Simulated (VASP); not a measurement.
Co3Si2:

```
Co Si
1.0
     3.51555    0.00000    0.00000
    -1.75777    3.04455    0.00000
     0.00000    0.00000    5.46962
Co Si
3 2
Direct
  0.00000 0.00000 0.00000
  0.33333 0.66667 0.64500
  0.66667 0.33333 0.35500
  0.33333 0.66667 0.24500
  0.66667 0.33333 0.75500
```

- Program: VASP 6.6.1
- Task: relaxation of cell and atoms
- Functional: PBE
- Potentials or basis: VASP PAW PBE potentials, release 64 (Co, Si)
- Cutoff: 600 eV
- k mesh: 6 × 6 × 4
- Occupations: gaussian, width 0.1 eV
- Spin: no spin polarisation

At the start: pressure 12.6 GPa; volume 11.71 Å³/atom.

Question: How do energy, volume and symmetry change on relaxing?

Answer: Over 12 steps the energy falls by 274.0 meV/atom and the volume is 11.60 Å³/atom (-0.9 %); space group P-3m1 (No. 164, to 0.1 Å) before and after.

Step by step:
| step | energy change (eV) | largest force (eV/Å) | pressure (GPa) | volume (Å³) |
| --- | --- | --- | --- | --- |
| 1 | 0.0000 | 2.3655 | 12.61 | 58.54 |
| 2 | -0.4010 | 0.4676 | -15.06 | 66.62 |
| 3 | -0.4816 | 0.8911 | -8.40 | 64.00 |
| 4 | -0.9622 | 0.7359 | -5.36 | 61.15 |
| 5 | -1.3254 | 0.2557 | 7.01 | 56.19 |
| 6 | -1.3354 | 0.4798 | 3.32 | 57.24 |
| 7 | -1.3397 | 0.4028 | 4.74 | 56.81 |
| 8 | -1.3193 | 0.4669 | -2.68 | 58.91 |
| 9 | -1.3666 | 0.0625 | 1.15 | 57.71 |
| 10 | -1.3689 | 0.0543 | -0.70 | 58.23 |
| 11 | -1.3696 | 0.0475 | -0.10 | 58.06 |
| 12 | -1.3698 | 0.0184 | 0.09 | 58.00 |

Final structure:
```yaml
crystal:
  lattice:
    - [3.76684, 0.00000, 0.00000]
    - [-1.88342, 3.26218, 0.00000]
    - [0.00000, 0.00000, 4.72016]
  atoms:
    - { symbol: Co, position: [0.00000, 0.00000, 0.00000] }
    - { symbol: Co, position: [0.33333, 0.66667, 0.67058] }
    - { symbol: Co, position: [0.66667, 0.33333, 0.32942] }
    - { symbol: Si, position: [0.33333, 0.66667, 0.18807] }
    - { symbol: Si, position: [0.66667, 0.33333, 0.81193] }
```

Caveat: the run has no spin polarisation, though such a crystal can be magnetic.
